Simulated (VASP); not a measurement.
Here is a VASP 6.6.1 calculation.

File INCAR:

```
SYSTEM = Si
PREC     = Accurate       ! precision mode
ENCUT    = 520            ! plane-wave cutoff, eV
EDIFF    = 1E-7           ! SCF threshold, eV
ISMEAR   = 0              ! smearing method
SIGMA    = 0.03           ! smearing width, eV
LREAL    = .FALSE.        ! projectors in reciprocal space
LASPH    = .TRUE.         ! aspherical terms in the spheres
NELM     = 80             ! most SCF steps
ALGO     = Normal         ! electronic algorithm
ISIF     = 2              ! what is computed and relaxed
LWAVE    = .FALSE.        ! write WAVECAR
LCHARG   = .FALSE.        ! write CHGCAR
GGA      = PS             ! functional
NBANDS   = 16             ! bands
```

The input KPOINTS:

```
Automatic mesh
0
G
  10 10 10
  0 0 0
```

Contents of POSCAR:

```
Si
1.0
   -3.3753259543      3.3753259543      1.8647140902
    3.3753259543     -3.3753259543      1.8647140902
    3.3753259543      3.3753259543     -1.8647140902
Si
4
Direct
    0.1788010600      0.1788010600      0.3576021200
    0.8211989400      0.8211989400      0.6423978800
    0.1788010600      0.8211989400      0.0000000000
    0.8211989400      0.1788010600      0.0000000000
```

Potentials or basis: VASP PAW PBE potentials, release 64 (Si).

Launch:

```bash
$ cat potpaw_PBE.64/Si/POTCAR > POTCAR
$ mpirun -np 1 vasp_std > vasp.out
```

Problem. What does it give for the pressure?

Solution. 0.1 GPa.

Problem. What does it give for the band gap on the k mesh?

Solution. 0.30 eV, indirect (least direct gap 0.84 eV).

Stress tensor (GPa, compression positive):
```
-2.52  0.00  0.00
 0.00 -2.52  0.00
 0.00  0.00  5.50
```

Caveat: the cell differs from its parent crystal (strain +0.015 along x and y, -0.030 along z); the PAW data sets were made with another functional, which shifts forces and pressure a little. A k mesh can miss the band edges.
